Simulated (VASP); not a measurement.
Set up this calculation in VASP 6.6.1, as the native input.

```
Task                   : single point
Functional             : LDA
Potentials or basis    : VASP PAW LDA potentials, release 64 (Sb_d_GW)
Cutoff                 : 500 eV
k mesh                 : 6 × 6 × 6
Occupations            : gaussian, width 0.005 eV
Spin                   : no spin polarisation
Dipole correction      : no
Further INCAR settings : ALGO = Normal; EDIFF = 1e-06; NBANDS = 14
```

The structure of Sb lies in POSCAR:

```
Sb
1.0
    3.1830660000     -0.0091570000     -0.0792670000
   -0.0091570000      3.1372080000     -0.0565340000
   -0.0792670000     -0.0565340000      3.1629200000
Sb
1
Direct
    0.0035030000      0.0030650000     -0.0217410000
```

The input as run:

INCAR

```
SYSTEM = Sb
ALGO     = Normal         ! electronic algorithm
EDIFF    = 1E-6           ! SCF threshold, eV
ENCUT    = 500            ! plane-wave cutoff, eV
GGA_COMPAT= .FALSE.      
ISIF     = 2              ! what is computed and relaxed
ISMEAR   = 0              ! smearing method
LASPH    = .TRUE.         ! aspherical terms in the spheres
LCHARG   = .FALSE.        ! write CHGCAR
LREAL    = .FALSE.        ! projectors in reciprocal space
LWAVE    = .FALSE.        ! write WAVECAR
NBANDS   = 14             ! bands
NELM     = 120            ! most SCF steps
PREC     = Accurate       ! precision mode
SIGMA    = 0.005          ! smearing width, eV
```

KPOINTS

```
k-points
0
G
  6 6 6
  0 0 0
```

Potentials or basis: VASP PAW LDA potentials, release 64 (Sb_d_GW).

Command:

```bash
$ cat potpaw_LDA.64/Sb_d_GW/POTCAR > POTCAR
$ mpirun -np 1 vasp_std > vasp.out
```

Results of the run:

```
Pressure               : -5.0 GPa
Band gap on the k mesh : zero (an odd number of electrons rules out a gap without spin polarisation)
```

Caveat: the cell stands under tension; spin-orbit coupling is left out, which moves the levels of the heavy elements.

It took 13 s on 1 thread of AMD EPYC 9R45 96-Core Processor (Zen 5) (shared host), peak memory 0.14 GiB.
